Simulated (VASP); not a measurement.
# TiO2 (Cmm2) in VASP: a series of runs

Runs on TiO2. Level: PBE. Tasks: single point.

Program: VASP 6.6.1. These are calculated values, not measurements. Logs are shortened: lines on timing, memory, paths and dates and some standing lists are left out, and cuts for length are marked.

## Step 1: The cell of the first run

It takes space group Cmm2 (No. 35, orthorhombic). The conventional cell has a = 6.566 Å, b = 6.566 Å, c = 2.964 Å, α = 90.00°, β = 90.00°, γ = 90.00°. Ti (site symmetry mm2) has 6 O at 1.85 to 2.07 Å within 2.5 Å. Ti (site symmetry mm2) has 6 O at 1.96 to 2.00 Å within 2.6 Å. O (site symmetry m) has 3 Ti at 1.96 to 2.01 Å and 1 O at 2.56 Å within 2.6 Å. Within 2.5 Å of O (site symmetry m) lie 3 Ti at 1.85 to 2.07 Å.

## Step 2: Single point, PBE (atom 1 (Ti) moved -0.150 Å along Cartesian [0 0 1])

The input, INCAR:

```
PREC = Accurate ; ENCUT = 520
EDIFF = 1E-6 ; ISMEAR = 0
SIGMA = 0.05 ; LREAL = False
LASPH = True ; NELM = 80
ALGO = Normal ; ISIF = 2
LWAVE = False ; LCHARG = True
GGA = PE ; LELF = True
LVHAR = True ; NBANDS = 33
```

The input, KPOINTS:

```
regular mesh
0
Gamma
  6 6 10
```

The input, POSCAR:

```
TiO2
1.0
    4.6430645122      0.0000000000      0.0000000000
    0.0000000000      4.6430645122      0.0000000000
    0.0000000000      0.0000000000      2.9640243990
Ti O
2 4
Direct
    0.0000000000      0.0000000000     -0.0506068709
    0.5000000000      0.5000000000      0.5000000000
    0.3051105247      0.3051105247      0.0000000000
    0.1948894753      0.8051105247      0.5000000000
    0.6948894753      0.6948894753      0.0000000000
    0.8051105247      0.1948894753      0.5000000000
```

Potentials or basis: VASP PAW PBE potentials, release 64 (Ti_sv, O).

Launch:

```console
cat potpaw_PBE.64/Ti_sv/POTCAR potpaw_PBE.64/O/POTCAR > POTCAR
mpirun -np 1 vasp_std > vasp.out
```

OUTCAR:

```text
PREC = Accurate
   ENCUT = 520
   EDIFF = 1E-6
   ISMEAR = 0
   LREAL = False
   LASPH = True
   NELM = 80
   ISIF = 2
   GGA = PE

 ion  position               nearest neighbor table
   1  0.000  0.000  0.949-   4 1.85   6 1.85   5 2.01   3 2.01   4 2.07   6 2.07
   2  0.500  0.500  0.500-   3 1.96   5 1.96   3 1.96   5 1.96   4 2.00   6 2.00
   3  0.305  0.305  0.000-   2 1.96   2 1.96   1 2.01
   4  0.195  0.805  0.500-   1 1.85   2 2.00   1 2.07
   5  0.695  0.695  0.000-   2 1.96   2 1.96   1 2.01
   6  0.805  0.195  0.500-   1 1.85   2 2.00   1 2.07

  LATTYP: Found a simple tetragonal cell.
 ALAT       =     4.6430645122
 C/A-ratio  =     0.6383767426

  Lattice vectors:

 A1 = (   4.6430645122,   0.0000000000,   0.0000000000)
 A2 = (   0.0000000000,   4.6430645122,   0.0000000000)
 A3 = (   0.0000000000,   0.0000000000,   2.9640243990)

Analysis of symmetry for initial positions (statically):
=====================================================================
 Subroutine PRICEL returns:
 Original cell was already a primitive cell.

 Routine SETGRP: Setting up the symmetry group for a
 simple tetragonal supercell.

 Subroutine GETGRP returns: Found  4 space group operations
 (whereof  4 operations were pure point group operations)
 out of a pool of 16 trial point group operations.

The static configuration has the point symmetry C_2v.

Analysis of symmetry for dynamics (positions and initial velocities):
=====================================================================
 Subroutine PRICEL returns:
 Original cell was already a primitive cell.

 Routine SETGRP: Setting up the symmetry group for a
 simple tetragonal supercell.

 Subroutine GETGRP returns: Found  4 space group operations
 (whereof  4 operations were pure point group operations)
 out of a pool of 16 trial point group operations.

The dynamic configuration has the point symmetry C_2v.

 Subroutine INISYM returns: Found  4 space group operations
 (whereof  4 operations are pure point group operations),
 and found     1 'primitive' translations

----------------------------------------------------------------------------------------

                                     Primitive cell

  volume of cell :      63.8986

  direct lattice vectors                    reciprocal lattice vectors
     4.643064512  0.000000000  0.000000000     0.215374996  0.000000000  0.000000000
     0.000000000  4.643064512  0.000000000     0.000000000  0.215374996  0.000000000
     0.000000000  0.000000000  2.964024399     0.000000000  0.000000000  0.337379139

  length of vectors
     4.643064512  4.643064512  2.964024399     0.215374996  0.215374996  0.337379139

  position of ions in fractional coordinates (direct lattice)
     0.000000000  0.000000000  0.949393129
     0.500000000  0.500000000  0.500000000
     0.305110525  0.305110525  0.000000000
     0.194889475  0.805110525  0.500000000
     0.694889475  0.694889475  0.000000000
     0.805110525  0.194889475  0.500000000

  ion indices of the primitive-cell ions
   primitive index   ion index
                 1           1
                 2           2
                 3           3
                 4           4
                 5           5
                 6           6

----------------------------------------------------------------------------------------

 KPOINTS: regular mesh

Automatic generation of k-mesh.
 Grid dimensions read from file:
 generate k-points for:    6    6   10

 Generating k-lattice:

  Cartesian coordinates                     Fractional coordinates (reciprocal lattice)
     0.035895833  0.000000000  0.000000000     0.166666667  0.000000000  0.000000000
     0.000000000  0.035895833  0.000000000     0.000000000  0.166666667  0.000000000
     0.000000000  0.000000000  0.033737914     0.000000000  0.000000000  0.100000000

  Length of vectors
     0.035895833  0.035895833  0.033737914

  Shift w.r.t. Gamma in fractional coordinates (k-lattice)
     0.000000000  0.000000000  0.000000000

 Subroutine IBZKPT returns following result:
 ===========================================

 Found     78 irreducible k-points:

 Following reciprocal coordinates:
            Coordinates               Weight
  0.000000  0.000000  0.000000      1.000000
  0.166667  0.000000  0.000000      4.000000
  0.333333  0.000000  0.000000      4.000000
  0.500000  0.000000  0.000000      2.000000
  0.166667  0.166667  0.000000      2.000000
 -0.166667  0.166667  0.000000      2.000000
[... 16 lines left out ...]
  0.333333  0.333333  0.100000      4.000000
 -0.333333  0.333333  0.100000      4.000000
 [... further k-points ...]
   k-points           NKPTS =     78   k-points in BZ     NKDIM =     78   number of bands    NBANDS=     33
   number of dos      NEDOS =    301   number of ions     NIONS =      6
   total plane-waves  NPLWV =  31104
   dimension x,y,z NGX =    36 NGY =   36 NGZ =   24
   dimension x,y,z NGXF=    72 NGYF=   72 NGZF=   48
   ions per type =               2   4
   NGX,Y,Z   is equivalent  to a cutoff of  12.89, 12.89, 13.46 a.u.
   NGXF,Y,Z  is equivalent  to a cutoff of  25.78, 25.78, 26.92 a.u.
 SYSTEM =  unknown system
   PREC   = accura    normal or accurate (medium, high low for compatibility)
   ISTART =      0    job   : 0-new  1-cont  2-samecut
   ICHARG =      2    charge: 1-file 2-atom 10-const
   ISPIN  =      1    spin polarized calculation?
   LNONCOLLINEAR =      F non collinear calculations
   LSORBIT =      F    spin-orbit coupling
   LASPH  =      T    aspherical Exc in radial PAW
   ENCUT  =  520.0 eV  38.22 Ry    6.18 a.u.   8.63  8.63  5.51*2*pi/ulx,y,z
   NELM   =     80;   NELMIN=  2; NELMDL= -5     # of ELM steps
   EDIFF  = 0.1E-05   stopping-criterion for ELM
   LREAL  =      F    real-space projection
   EDIFFG = 0.1E-04   stopping-criterion for IOM
   NSW    =      0    number of steps for IOM
   IBRION =     -1    ionic relax: 0-MD 1-quasi-New 2-CG
   NFREE  =      0    steps in history (QN), initial steepest desc. (CG)
   ISIF   =      2    stress and relaxation
   ISYM   =      2    0-nonsym 1-usesym 2-fastsym
   POTIM  = 0.5000    time-step for ionic-motion
   TEBEG  =    0.0;   TEEND  =   0.0 temperature during run
   PSTRESS=    0.0 pullay stress
   NELECT =      48.0000    total number of electrons
   NUPDOWN=      -1.0000    fix difference up-down
   EMIN   =  10.00;   EMAX   =-10.00  energy-range for DOS
   EFERMI =   0.00;   METHOD = LEGACY
   ISMEAR =     0;   SIGMA  =   0.05  broadening in eV -4-tet -1-fermi 0-gaus
   EFERMI_NEDOS =   21; number of points for ismear=-14 and -15
   IALGO  =     38    algorithm
   IMIX   =      4    mixing-type and parameters
     AMIX     =   0.40;   BMIX     =  1.00
     AMIX_MAG =   1.60;   BMIX_MAG =  1.00
  volume/ion in A,a.u.               =      10.65        71.87
  Fermi-wavevector in a.u.,A,eV,Ry     =   1.488189  2.812270 30.132923  2.214707
  Thomas-Fermi vector in A             =   2.601255
   LORBIT       =      0    0 simple, 1 ext, 2 COOP (PROOUT), +10 PAW based schemes
   GGA     = PE    functional components
   LHFCALC =     F    Hartree Fock is set to
   AEXX    =    0.0000 exact exchange contribution
   IVDW    =     0    specifies the selected vdW correction
   LEPSILON=     F    determine dielectric tensor
   LRPA    =     F    only Hartree local field effects (RPA)
 non-spin polarized calculation
 Gauss-broadening in eV      SIGMA  =   0.05
  energy-cutoff  :      520.00
  volume of cell :       63.90
 maximum number of plane-waves:      1748
 NGX is ok and might be reduce to    36
   NGX = 17   NGY = 17   NGZ = 11

 number of electron      48.0000020 magnetization

 Free energy of the ion-electron system (eV)
  ---------------------------------------------------
  ext. energy  EPLUGINS =         0.00000000
  ---------------------------------------------------
  free energy    TOTEN  =       -53.66118113 eV

  energy without entropy =      -53.66118113  energy(sigma->0) =      -53.66118113

 E-fermi :   4.9097     XC(G=0): -11.2769

 val. band max:        4.5240447391   @ k =   0.0000   0.0000   0.0000
 cond. band min:       6.4753632298   @ k =   0.5000   0.5000   0.0000
 fundamental gap:      1.9513184907
 Fermi energy:         4.9097120649

 k-point     1 :       0.0000    0.0000    0.0000
  band No.  band energies     occupation
      1     -52.3883      2.00000
      2     -52.2251      2.00000
      3     -28.6546      2.00000
      4     -28.6295      2.00000
      5     -28.4711      2.00000
      6     -28.4643      2.00000
[... 25 lines left out ...]
     32      11.0243      0.00000
     33      11.1262      0.00000

 k-point     2 :       0.1667    0.0000    0.0000
  band No.  band energies     occupation
      1     -52.3882      2.00000
      2     -52.2252      2.00000
      3     -28.6503      2.00000
      4     -28.6215      2.00000
      5     -28.4746      2.00000
      6     -28.4697      2.00000
[... 25 lines left out ...]
     32      10.9382      0.00000
     33      11.0500      0.00000

 k-point     3 :       0.3333    0.0000    0.0000
  band No.  band energies     occupation
      1     -52.3880      2.00000
      2     -52.2254      2.00000
      3     -28.6410      2.00000
      4     -28.6013      2.00000
      5     -28.4964      2.00000
      6     -28.4696      2.00000
[... 25 lines left out ...]
     32      10.6924      0.00000
     33      10.9288      0.00000

 k-point     4 :       0.5000    0.0000    0.0000
  band No.  band energies     occupation
      1     -52.3879      2.00000
      2     -52.2255      2.00000
      3     -28.6360      2.00000
      4     -28.5870      2.00000
      5     -28.5117      2.00000
      6     -28.4693      2.00000
[... 673 lines left out ...]
     32      10.1967      0.00000
     33      10.8693      0.00000

 k-point    23 :       0.3333    0.3333    0.1000
  band No.  band energies     occupation
      1     -52.3842      2.00000
      2     -52.2217      2.00000
      3     -28.6342      2.00000
      4     -28.6294      2.00000
      5     -28.5141      2.00000
      6     -28.4548      2.00000
[... 25 lines left out ...]
     32      10.4386      0.00000
     33      10.9811      0.00000

 k-point    24 :      -0.3333    0.3333    0.1000
  band No.  band energies     occupation
      1     -52.3842      2.00000
      2     -52.2217      2.00000
      3     -28.6491      2.00000
      4     -28.6028      2.00000
      5     -28.5131      2.00000
      6     -28.4835      2.00000
[... 25 lines left out ...]
     32      10.4480      0.00000
     33      10.9042      0.00000

 [... further k-points ...]
[... 5 lines left out ...]
  --------------------------------------------------------------------------------------
  -------------------------------------------------------------------------------------
  Total        0.7390768      0.7390768      1.1786387     -0.5818261      0.0000000      0.0000000
  in kB       18.5314304     18.5314304     29.5528988    -14.5885658      0.0000000      0.0000000
  external PRESSURE =      22.2052532 kB  Pullay stress =       0.0000000 kB

 VOLUME and BASIS-vectors are now :
 -----------------------------------------------------------------------------
  energy-cutoff  :      520.00
  volume of cell :       63.90
      direct lattice vectors                 reciprocal lattice vectors
     4.643064512  0.000000000  0.000000000     0.215374996  0.000000000  0.000000000
     0.000000000  4.643064512  0.000000000     0.000000000  0.215374996  0.000000000
     0.000000000  0.000000000  2.964024399     0.000000000  0.000000000  0.337379139

 POSITION                                       TOTAL-FORCE (eV/Angst)
 -----------------------------------------------------------------------------------
      0.00000      0.00000      2.81402         0.000000      0.000000      0.400711
      2.32153      2.32153      1.48201         0.000000      0.000000     -0.050780
      1.41665      1.41665      0.00000         0.003406      0.003406     -0.014012
      0.90488      3.73818      1.48201         0.219083     -0.219083     -0.160954
      3.22642      3.22642      0.00000        -0.003406     -0.003406     -0.014012
      3.73818      0.90488      1.48201        -0.219083      0.219083     -0.160954
 -----------------------------------------------------------------------------------
    total drift:                               -0.000000     -0.000000     -0.000266

  FREE ENERGIE OF THE ION-ELECTRON SYSTEM (eV)
  ---------------------------------------------------
  free  energy   TOTEN  =       -53.6611811289 eV

  energy  without entropy=      -53.6611811289  energy(sigma->0) =      -53.66118113
```

Wall time 2.2 min (1 thread of Intel Xeon Platinum 8488C (Sapphire Rapids), shared host); peak memory 0.26 GiB.

Results:

* Free energy: -53.6612 eV
* Pressure: 2.2 GPa
* Largest force: 0.401 eV/Å
* Band gap on the k mesh: 1.95 eV, indirect (least direct gap 2.04 eV)

Forces on the atoms (eV/Å):
```
Ti   0.000  0.000  0.401
Ti   0.000  0.000 -0.051
O    0.003  0.003 -0.014
O    0.219 -0.219 -0.161
O   -0.003 -0.003 -0.014
O   -0.219  0.219 -0.161
```

Caveat: the cell differs from its parent crystal (atom 1 (Ti) moved -0.150 Å along Cartesian [0 0 1]). A k mesh can miss the band edges.

## Step 3: Single point, PBE (atom 1 (Ti) moved +0.225 Å along Cartesian [0 0 1])

The input, INCAR:

```
PREC     = Accurate       # precision mode
ENCUT    = 520            # plane-wave cutoff, eV
EDIFF    = 1E-6           # SCF threshold, eV
ISMEAR   = 0              # smearing method
SIGMA    = 0.05           # smearing width, eV
LREAL    = F              # projectors in reciprocal space
LASPH    = T              # aspherical terms in the spheres
NELM     = 100            # most SCF steps
ALGO     = Normal         # electronic algorithm
ISIF     = 2              # what is computed and relaxed
LWAVE    = F              # write WAVECAR
LCHARG   = T              # write CHGCAR
GGA      = PE             # functional
LELF     = T              # ELF
LVHAR    = T            
NBANDS   = 33             # bands
```

The input, KPOINTS:

```
Automatic mesh
0
Gamma
  6 6 10
```

POSCAR: that of step 2 with these lines changed.

```diff
@@ -8,3 +8,3 @@
 Direct
-    0.0000000000      0.0000000000     -0.0506068709
+    0.0000000000      0.0000000000      0.0759103063
     0.5000000000      0.5000000000      0.5000000000
```

Potentials or basis: VASP PAW PBE potentials, release 64 (Ti_sv, O).

Launch:

```console
cat potpaw_PBE.64/Ti_sv/POTCAR potpaw_PBE.64/O/POTCAR > POTCAR
mpirun -np 1 vasp_std > vasp.out
```

It took 2.4 min on 1 thread of Intel Xeon Platinum 8488C (Sapphire Rapids), shared host; peak memory 0.26 GiB.

Results (log left out):

- Free energy: -53.6030 eV
- Pressure: 4.3 GPa
- Largest force: 1.241 eV/Å
- Band gap on the k mesh: 2.05 eV, indirect (least direct gap 2.17 eV)

Forces on the atoms (eV/Å):
```
Ti   0.000  0.000 -1.241
Ti   0.000  0.000  0.078
O    0.023  0.023  0.046
O    0.503 -0.503  0.536
O   -0.023 -0.023  0.046
O   -0.503  0.503  0.536
```

Stress tensor (GPa, compression positive):
```
 3.59 -3.33  0.00
-3.33  3.59  0.00
 0.00  0.00  5.60
```

Levels at points of the mesh, in eV from the valence-band top:
```
           k point  band 21  band 22  band 23  band 24  band 25  band 26  band 27  band 28
(0.00, 0.00, 0.00)    -0.79    -0.62    -0.43     0.00     2.17     2.63     2.65     2.72
(0.50, 0.00, 0.00)    -1.66    -1.33    -0.74    -0.66     2.41     2.66     3.41     3.58
(0.50, 0.50, 0.00)    -1.59    -1.13    -1.12    -1.04     2.05     2.64     2.68     3.08
(0.00, 0.00, 0.50)    -2.49    -1.89    -1.36    -1.26     2.73     3.23     3.56     3.66
(0.50, 0.00, 0.50)    -1.88    -1.84    -1.13    -0.86     2.06     2.31     3.26     3.69
(0.50, 0.50, 0.50)    -1.48    -0.92    -0.63    -0.55     2.39     3.26     3.27     3.28
```

Caveat: the cell differs from its parent crystal (atom 1 (Ti) moved +0.225 Å along Cartesian [0 0 1]); forces of over 1 eV/Å act on the atoms, so gaps and moduli don't describe the material at rest.
